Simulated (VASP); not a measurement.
Set up this calculation in VASP 6.6.1, as the native input.

| Quantity | Value |
| --- | --- |
| Task | single point |
| Functional | PBE |
| Potentials or basis | VASP PAW PBE potentials, release 64 (Mg) |
| Cutoff | 520 eV |
| k mesh | 43 × 43 × 43 |
| Occupations | fermi-dirac, width 0.0612256 eV |
| Spin | no spin polarisation |
| Dipole correction | no |
| Further INCAR settings | ALGO = Normal; EDIFF = 1e-07; NBANDS = 7 |

The structure of Mg lies in POSCAR:

```
Mg
1.0
   -1.7655462094      1.7655462094      1.7655462094
    1.7655462094     -1.7655462094      1.7655462094
    1.7655462094      1.7655462094     -1.7655462094
Mg
1
Direct
    0.0000000000      0.0000000000      0.0000000000
```

This isn't the form of Mg at room conditions, which is hcp.

These files were run (other wordings do the same):

INCAR

```
SYSTEM = Mg
PREC     = Accurate       ! precision mode
ENCUT    = 520            ! plane-wave cutoff, eV
EDIFF    = 1E-7           ! SCF threshold, eV
ISMEAR   = -1             ! smearing method
SIGMA    = 0.06122561905347299 ! smearing width, eV
LREAL    = .False.        ! projectors in reciprocal space
LASPH    = .True.         ! aspherical terms in the spheres
NELM     = 100            ! most SCF steps
ALGO     = Normal         ! electronic algorithm
ISIF     = 2              ! what is computed and relaxed
LWAVE    = .False.        ! write WAVECAR
LCHARG   = .False.        ! write CHGCAR
GGA      = PE             ! functional
NBANDS   = 7              ! bands
```

KPOINTS

```
Automatic mesh
0
Gamma
  43 43 43
  0 0 0
```

Potentials or basis: VASP PAW PBE potentials, release 64 (Mg).

The run is started by

```bash
$ cat potpaw_PBE.64/Mg/POTCAR > POTCAR
$ mpirun -np 1 vasp_std > vasp.out
```

Results of the run:

```
Pressure               : 1.4 GPa
Band gap on the k mesh : zero (bands 1 and 2 overlap by 4.46 eV)
```

Run time: 61 s on 1 thread of Intel(R) Xeon(R) 6975P-C (Granite Rapids) (shared host), peak memory 0.42 GiB.
